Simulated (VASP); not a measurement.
# YZr2 (Fd-3m) in VASP: a series of runs

Runs on YZr2. Level: PBE. Tasks: relaxation of cell and atoms, single point.

Everything below comes from runs of VASP 6.6.1. Logs are shortened: lines on timing, memory, paths and dates and some standing lists are left out, and cuts for length are marked.

## 1. The cell of the first run

Symmetry: Fd-3m, No. 227, cubic system. Conventional cell: a = 7.818 Å, b = 7.818 Å, c = 7.818 Å, α = 90.00°, β = 90.00°, γ = 90.00°. Within 4.3 Å of Y (site symmetry -43m) lie 12 Zr at 3.24 Å and 4 Y at 3.39 Å. Within 3.6 Å of Zr (site symmetry -3m) lie 6 Zr at 2.76 Å and 6 Y at 3.24 Å.

## 2. Relaxation of cell and atoms, PBE

INCAR reads:

```
  PREC = Accurate
  ENCUT = 600
  EDIFF = 1E-6
  ISMEAR = 0
  SIGMA = 0.1
  LREAL = False
  LASPH = True
  NELM = 60
  ALGO = Normal
  ISIF = 3
  LWAVE = False
  LCHARG = False
  GGA = PE
  IBRION = 2
  NSW = 90
  EDIFFG = -0.04
```

KPOINTS reads:

```
regular mesh
0
Gamma
  4 4 4
```

POSCAR reads:

```
YZr2
1.0
    0.0000000000      3.9087866379      3.9087866379
    3.9087866379      0.0000000000      3.9087866379
    3.9087866379      3.9087866379      0.0000000000
Y Zr
2 4
Direct
    0.0000000000      0.0000000000      0.0000000000
    0.2500000000      0.2500000000      0.2500000000
    0.6250000000      0.6250000000      0.6250000000
    0.1250000000      0.6250000000      0.6250000000
    0.6250000000      0.6250000000      0.1250000000
    0.6250000000      0.1250000000      0.6250000000
```

Potentials or basis: VASP PAW PBE potentials, release 64 (Y_sv, Zr_sv).

Command:

```
$ cat potpaw_PBE.64/Y_sv/POTCAR potpaw_PBE.64/Zr_sv/POTCAR > POTCAR
$ mpirun -np 1 vasp_std > vasp.out
```

OUTCAR:

```text
PREC = Accurate
   ENCUT = 600
   EDIFF = 1E-6
   ISMEAR = 0
   LREAL = False
   LASPH = True
   NELM = 60
   ISIF = 3
   GGA = PE
   IBRION = 2
   NSW = 90
   EDIFFG = -0.04

 ion  position               nearest neighbor table
   1  0.000  0.000  0.000-   3 3.24   5 3.24   6 3.24   3 3.24   4 3.24   5 3.24   3 3.24   4 3.24
                             6 3.24   4 3.24   5 3.24   6 3.24   2 3.39   2 3.39   2 3.39   2 3.39
   2  0.250  0.250  0.250-   4 3.24   5 3.24   6 3.24   3 3.24   4 3.24   6 3.24   3 3.24   4 3.24
                             5 3.24   3 3.24   5 3.24   6 3.24   1 3.39   1 3.39   1 3.39   1 3.39
   3  0.625  0.625  0.625-   4 2.76   5 2.76   6 2.76   5 2.76   6 2.76   4 2.76   1 3.24   2 3.24
                             1 3.24   2 3.24   1 3.24   2 3.24
   4  0.125  0.625  0.625-   3 2.76   5 2.76   6 2.76   3 2.76   5 2.76   6 2.76   2 3.24   1 3.24
                             1 3.24   2 3.24   2 3.24   1 3.24
   5  0.625  0.625  0.125-   3 2.76   3 2.76   4 2.76   6 2.76   6 2.76   4 2.76   1 3.24   2 3.24
                             1 3.24   2 3.24   1 3.24   2 3.24
   6  0.625  0.125  0.625-   3 2.76   5 2.76   3 2.76   4 2.76   5 2.76   4 2.76   2 3.24   1 3.24
                             2 3.24   2 3.24   1 3.24   1 3.24

  LATTYP: Found a face centered cubic cell.
 ALAT       =     7.8175732758

  Lattice vectors:

 A1 = (   0.0000000000,   3.9087866379,   3.9087866379)
 A2 = (   3.9087866379,   0.0000000000,   3.9087866379)
 A3 = (   3.9087866379,   3.9087866379,   0.0000000000)

Analysis of symmetry for initial positions (statically):
=====================================================================
 Subroutine PRICEL returns:
 Original cell was already a primitive cell.

 Routine SETGRP: Setting up the symmetry group for a
 face centered cubic supercell.

 Subroutine GETGRP returns: Found 48 space group operations
 (whereof 24 operations were pure point group operations)
 out of a pool of 48 trial point group operations.

The static configuration has the point symmetry T_d .
 The point group associated with its full space group is O_h .

Analysis of symmetry for dynamics (positions and initial velocities):
=====================================================================
 Subroutine PRICEL returns:
 Original cell was already a primitive cell.

 Routine SETGRP: Setting up the symmetry group for a
 face centered cubic supercell.

 Subroutine GETGRP returns: Found 48 space group operations
 (whereof 24 operations were pure point group operations)
 out of a pool of 48 trial point group operations.

The dynamic configuration has the point symmetry T_d .
 The point group associated with its full space group is O_h .

 Subroutine INISYM returns: Found 48 space group operations
 (whereof 24 operations are pure point group operations),
 and found     1 'primitive' translations

----------------------------------------------------------------------------------------

                                     Primitive cell

  volume of cell :     119.4417

  direct lattice vectors                    reciprocal lattice vectors
     0.000000000  3.908786638  3.908786638    -0.127916933  0.127916933  0.127916933
     3.908786638  0.000000000  3.908786638     0.127916933 -0.127916933  0.127916933
     3.908786638  3.908786638  0.000000000     0.127916933  0.127916933 -0.127916933

  length of vectors
     5.527859076  5.527859076  5.527859076     0.221558628  0.221558628  0.221558628

  position of ions in fractional coordinates (direct lattice)
     0.000000000  0.000000000  0.000000000
     0.250000000  0.250000000  0.250000000
     0.625000000  0.625000000  0.625000000
     0.125000000  0.625000000  0.625000000
     0.625000000  0.625000000  0.125000000
     0.625000000  0.125000000  0.625000000

  ion indices of the primitive-cell ions
   primitive index   ion index
                 1           1
                 2           2
                 3           3
                 4           4
                 5           5
                 6           6

----------------------------------------------------------------------------------------

 KPOINTS: regular mesh

Automatic generation of k-mesh.
 Grid dimensions read from file:
 generate k-points for:    4    4    4

 Generating k-lattice:

  Cartesian coordinates                     Fractional coordinates (reciprocal lattice)
    -0.031979233  0.031979233  0.031979233     0.250000000  0.000000000  0.000000000
     0.031979233 -0.031979233  0.031979233     0.000000000  0.250000000  0.000000000
     0.031979233  0.031979233 -0.031979233     0.000000000  0.000000000  0.250000000

  Length of vectors
     0.055389657  0.055389657  0.055389657

  Shift w.r.t. Gamma in fractional coordinates (k-lattice)
     0.000000000  0.000000000  0.000000000

 Subroutine IBZKPT returns following result:
 ===========================================

 Found      8 irreducible k-points:

 Following reciprocal coordinates:
            Coordinates               Weight
  0.000000  0.000000  0.000000      1.000000
  0.250000  0.000000  0.000000      8.000000
  0.500000  0.000000  0.000000      4.000000
  0.250000  0.250000  0.000000      6.000000
  0.500000  0.250000  0.000000     24.000000
 -0.250000  0.250000  0.000000     12.000000
  0.500000  0.500000  0.000000      3.000000
 -0.250000  0.500000  0.250000      6.000000
   k-points           NKPTS =      8   k-points in BZ     NKDIM =      8   number of bands    NBANDS=     42
   number of dos      NEDOS =    301   number of ions     NIONS =      6
   total plane-waves  NPLWV = 110592
   dimension x,y,z NGX =    48 NGY =   48 NGZ =   48
   dimension x,y,z NGXF=    96 NGYF=   96 NGZF=   96
   ions per type =               2   4
   NGX,Y,Z   is equivalent  to a cutoff of  14.44, 14.44, 14.44 a.u.
   NGXF,Y,Z  is equivalent  to a cutoff of  28.87, 28.87, 28.87 a.u.
 SYSTEM =  unknown system
   PREC   = accura    normal or accurate (medium, high low for compatibility)
   ISTART =      0    job   : 0-new  1-cont  2-samecut
   ICHARG =      2    charge: 1-file 2-atom 10-const
   ISPIN  =      1    spin polarized calculation?
   LNONCOLLINEAR =      F non collinear calculations
   LSORBIT =      F    spin-orbit coupling
   LASPH  =      T    aspherical Exc in radial PAW
   ENCUT  =  600.0 eV  44.10 Ry    6.64 a.u.  11.04 11.04 11.04*2*pi/ulx,y,z
   NELM   =     60;   NELMIN=  2; NELMDL= -5     # of ELM steps
   EDIFF  = 0.1E-05   stopping-criterion for ELM
   LREAL  =      F    real-space projection
   EDIFFG = -.4E-01   stopping-criterion for IOM
   NSW    =     90    number of steps for IOM
   IBRION =      2    ionic relax: 0-MD 1-quasi-New 2-CG
   NFREE  =      1    steps in history (QN), initial steepest desc. (CG)
   ISIF   =      3    stress and relaxation
   ISYM   =      2    0-nonsym 1-usesym 2-fastsym
   POTIM  = 0.5000    time-step for ionic-motion
   TEBEG  =    0.0;   TEEND  =   0.0 temperature during run
   PSTRESS=    0.0 pullay stress
   NELECT =      70.0000    total number of electrons
   NUPDOWN=      -1.0000    fix difference up-down
   EMIN   =  10.00;   EMAX   =-10.00  energy-range for DOS
   EFERMI =   0.00;   METHOD = LEGACY
   ISMEAR =     0;   SIGMA  =   0.10  broadening in eV -4-tet -1-fermi 0-gaus
   EFERMI_NEDOS =   21; number of points for ismear=-14 and -15
   IALGO  =     38    algorithm
   IMIX   =      4    mixing-type and parameters
     AMIX     =   0.40;   BMIX     =  1.00
     AMIX_MAG =   1.60;   BMIX_MAG =  1.00
  volume/ion in A,a.u.               =      19.91       134.34
  Fermi-wavevector in a.u.,A,eV,Ry     =   1.370005  2.588934 25.536968  1.876914
  Thomas-Fermi vector in A             =   2.495830
   LORBIT       =      0    0 simple, 1 ext, 2 COOP (PROOUT), +10 PAW based schemes
   GGA     = PE    functional components
   LHFCALC =     F    Hartree Fock is set to
   AEXX    =    0.0000 exact exchange contribution
   IVDW    =     0    specifies the selected vdW correction
   LEPSILON=     F    determine dielectric tensor
   LRPA    =     F    only Hartree local field effects (RPA)
 conjugate gradient relaxation of ions
 non-spin polarized calculation
 Gauss-broadening in eV      SIGMA  =   0.10
  energy-cutoff  :      600.00
  volume of cell :      119.44
 maximum number of plane-waves:      4001
 NGX is ok and might be reduce to    48
   NGX = 23   NGY = 23   NGZ = 23

--------------------------------------- Ionic step        1  -------------------------------------------

 number of electron      70.0000001 magnetization

 Free energy of the ion-electron system (eV)
  ---------------------------------------------------
  ext. energy  EPLUGINS =         0.00000000
  ---------------------------------------------------
  free energy    TOTEN  =       -42.65533989 eV

  energy without entropy =      -42.60175274  energy(sigma->0) =      -42.62854631

------------------------ aborting loop because EDIFF is reached ----------------------------------------

  FORCE on cell =-STRESS in cart. coord.  units (eV):
  Direction    XX          YY          ZZ          XY          YZ          ZX
  --------------------------------------------------------------------------------------
  -------------------------------------------------------------------------------------
  Total       20.7131486     20.7131486     20.7131486     -0.0000000      0.0000000      0.0000000
  in kB      277.8438653    277.8438653    277.8438653     -0.0000000      0.0000000      0.0000000
  external PRESSURE =     277.8438653 kB  Pullay stress =       0.0000000 kB
[... 25 lines left out ...]
  energy  without entropy=      -42.6017527362  energy(sigma->0) =      -42.62854631

--------------------------------------- Ionic step        2  -------------------------------------------

 number of electron      70.0000002 magnetization

 E-fermi :   4.9914     XC(G=0):  -9.6613

 val. band max:        4.9842030357   @ k =   0.5000   0.0000   0.0000
 cond. band min:       4.9926631332   @ k =   0.5000   0.2500   0.0000
 fundamental gap:      0.0084600975
 Fermi energy:         4.9914466797

 k-point     1 :       0.0000    0.0000    0.0000
  band No.  band energies     occupation
      1     -43.8813      2.00000
      2     -43.7969      2.00000
      3     -43.7969      2.00000
      4     -43.7969      2.00000
      5     -38.1818      2.00000
      6     -38.1706      2.00000
[... 386 lines left out ...]
  energy  without entropy=      -44.5736475998  energy(sigma->0) =      -44.63104956

--------------------------------------- Ionic step        3  -------------------------------------------

 number of electron      69.9999999 magnetization

 Free energy of the ion-electron system (eV)
  ---------------------------------------------------
  ext. energy  EPLUGINS =         0.00000000
  ---------------------------------------------------
  free energy    TOTEN  =       -45.55571038 eV

  energy without entropy =      -45.47178048  energy(sigma->0) =      -45.51374543

 E-fermi :   6.2829     XC(G=0): -10.3575

 val. band max:        6.2800123048   @ k =   0.5000   0.2500   0.0000
 cond. band min:       6.3019877827   @ k =   0.2500   0.2500   0.0000
 fundamental gap:      0.0219754780
 Fermi energy:         6.2829266193

 k-point     1 :       0.0000    0.0000    0.0000
  band No.  band energies     occupation
      1     -42.1679      2.00000
      2     -41.9980      2.00000
      3     -41.9980      2.00000
      4     -41.9980      2.00000
      5     -36.2331      2.00000
      6     -36.2076      2.00000
[... 382 lines left out ...]
  FREE ENERGIE OF THE ION-ELECTRON SYSTEM (eV)
  ---------------------------------------------------
  free  energy   TOTEN  =       -45.5557103808 eV

  energy  without entropy=      -45.4717804780  energy(sigma->0) =      -45.51374543

 reached required accuracy - stopping structural energy minimisation
```

It took 2.7 min on 1 thread of Intel Xeon Platinum 8488C (Sapphire Rapids), shared host; peak memory 0.36 GiB.

Results:

| Quantity | Value |
| --- | --- |
| Free energy | -45.5557 eV |
| Relaxed volume | 26.65 Å³/atom |
| Relaxed cell | a = 6.093 Å, b = 6.093 Å, c = 6.093 Å, α = 60.00°, β = 60.00°, γ = 60.00° |
| Space group after relaxing (to 0.1 Å) | Fd-3m (No. 227) |
| Energy gained by relaxing | 483.4 meV/atom |
| Ionic steps | 3 |
| Pressure after relaxing | -0.2 GPa |
| Band gap on the k mesh | zero (bands 35 and 36 overlap by 0.47 eV) |

Step by step:
```tsv
step	energy change (eV)	largest force (eV/Å)	pressure (GPa)	volume (Å³)
1	0.0000	0.0000	27.78	119.44
2	-2.0331	0.0000	-8.09	189.61
3	-2.9004	0.0000	-0.21	159.92
```

Final structure:
```
CELL_PARAMETERS angstrom
0.00000 4.30811 4.30811
4.30811 0.00000 4.30811
4.30811 4.30811 0.00000
ATOMIC_POSITIONS crystal
Y 0.00000 0.00000 0.00000
Y 0.25000 0.25000 0.25000
Zr 0.62500 0.62500 0.62500
Zr 0.12500 0.62500 0.62500
Zr 0.62500 0.62500 0.12500
Zr 0.62500 0.12500 0.62500
```

Levels at points of the mesh, in eV from the Fermi level:
```csv
k point,band 32,band 33,band 34,band 35,band 36,band 37
"(0.00, 0.00, 0.00)",-1.23,-0.36,-0.36,0.26,0.26,0.62
"(0.50, 0.00, 0.00)",-0.51,-0.04,-0.04,0.06,0.06,0.08
"(0.50, 0.50, 0.00)",-0.76,-0.71,-0.71,-0.06,-0.06,0.12
```

Caveat: the volume moved by over 15 % at a fixed basis, so the end points are rough.

## 3. Single point, PBE

This run uses another cell than the first one, of 26.59 Å³/atom.

INCAR reads:

```
SYSTEM = YZr2
ALGO = Fast
EDIFF = 1E-7
ENCUT = 520
GGA = PE
ISIF = 2
ISMEAR = 0
LASPH = .TRUE.
LCHARG = .TRUE.
LELF = .TRUE.
LREAL = .FALSE.
LVHAR = .TRUE.
LWAVE = .FALSE.
NBANDS = 44
NELM = 100
PREC = Accurate
SIGMA = 0.1
```

KPOINTS reads:

```
k-points
0
G
  8 8 8
  0 0 0
```

POSCAR reads:

```
YZr2
1.0
    0.0000000000      4.3044852904      4.3044852904
    4.3044852904      0.0000000000      4.3044852904
    4.3044852904      4.3044852904      0.0000000000
Y Zr
2 4
Direct
    0.5000000000      0.5000000000      0.5000000000
    0.7500000000      0.7500000000      0.7500000000
    0.1250000000      0.1250000000      0.1250000000
    0.6250000000      0.1250000000      0.1250000000
    0.1250000000      0.1250000000      0.6250000000
    0.1250000000      0.6250000000      0.1250000000
```

Potentials or basis: VASP PAW PBE potentials, release 64 (Y_sv, Zr_sv).

Command:

```
$ cat potpaw_PBE.64/Y_sv/POTCAR potpaw_PBE.64/Zr_sv/POTCAR > POTCAR
$ mpirun -np 1 vasp_std > vasp.out
```

OUTCAR:

```text
SYSTEM = YZr2
   EDIFF = 1E-7
   ENCUT = 520
   GGA = PE
   ISIF = 2
   ISMEAR = 0
   LASPH = .TRUE.
   LREAL = .FALSE.
   NELM = 100
   PREC = Accurate

 ion  position               nearest neighbor table
   1  0.500  0.500  0.500-   5 3.57   6 3.57   4 3.57   5 3.57   4 3.57   6 3.57   3 3.57   3 3.57
                             3 3.57   5 3.57   4 3.57   6 3.57   2 3.73   2 3.73   2 3.73   2 3.73
   2  0.750  0.750  0.750-   4 3.57   6 3.57   4 3.57   5 3.57   5 3.57   6 3.57   3 3.57   3 3.57
                             3 3.57   5 3.57   6 3.57   4 3.57   1 3.73   1 3.73   1 3.73   1 3.73
   3  0.125  0.125  0.125-   4 3.04   5 3.04   6 3.04   5 3.04   6 3.04   4 3.04   1 3.57   2 3.57
[... 1346 lines left out ...]
  Total       -0.0367940     -0.0367940     -0.0367940     -0.0000000     -0.0000000     -0.0000000
  in kB       -0.3695671     -0.3695671     -0.3695671     -0.0000000     -0.0000000     -0.0000000
  external PRESSURE =      -0.3695671 kB  Pullay stress =       0.0000000 kB

 VOLUME and BASIS-vectors are now :
 -----------------------------------------------------------------------------
  energy-cutoff  :      520.00
  volume of cell :      159.51
      direct lattice vectors                 reciprocal lattice vectors
     0.000000000  4.304485290  4.304485290    -0.116157907  0.116157907  0.116157907
     4.304485290  0.000000000  4.304485290     0.116157907 -0.116157907  0.116157907
     4.304485290  4.304485290  0.000000000     0.116157907  0.116157907 -0.116157907

 POSITION                                       TOTAL-FORCE (eV/Angst)
 -----------------------------------------------------------------------------------
      4.30449      4.30449      4.30449         0.000000      0.000000      0.000000
      6.45673      6.45673      6.45673        -0.000000     -0.000000     -0.000000
      1.07612      1.07612      1.07612        -0.000000      0.000000     -0.000000
      1.07612      3.22836      3.22836        -0.000000     -0.000000     -0.000000
      3.22836      3.22836      1.07612        -0.000000      0.000000      0.000000
      3.22836      1.07612      3.22836        -0.000000     -0.000000      0.000000
 -----------------------------------------------------------------------------------
    total drift:                                0.000000      0.000000      0.000000

  FREE ENERGIE OF THE ION-ELECTRON SYSTEM (eV)
  ---------------------------------------------------
  free  energy   TOTEN  =       -45.5534621699 eV

  energy  without entropy=      -45.4534399279  energy(sigma->0) =      -45.50345105
```

It took 11 min on 1 thread of Intel Xeon Platinum 8488C (Sapphire Rapids), shared host; peak memory 0.45 GiB.

Results:

```
Free energy            : -45.5535 eV
Pressure               : 0.0 GPa
Band gap on the k mesh : zero (bands 35 and 36 overlap by 0.47 eV)
```

Levels at points of the mesh, in eV from the Fermi level:
| k point | band 31 | band 32 | band 33 | band 34 | band 35 | band 36 | band 37 | band 38 | band 39 | band 40 |
| --- | --- | --- | --- | --- | --- | --- | --- | --- | --- | --- |
| (0.00, 0.00, 0.00) | -1.25 | -1.25 | -0.37 | -0.37 | 0.23 | 0.23 | 0.60 | 0.60 | 0.60 | 2.11 |
| (0.50, 0.00, 0.00) | -0.52 | -0.52 | -0.06 | -0.06 | 0.05 | 0.05 | 0.07 | 0.15 | 0.15 | 0.36 |
| (0.50, 0.50, 0.00) | -0.77 | -0.77 | -0.72 | -0.72 | -0.09 | -0.09 | 0.10 | 0.10 | 0.27 | 0.27 |

The gap in the log of VASP goes by the Fermi energy; the results here count the filled bands.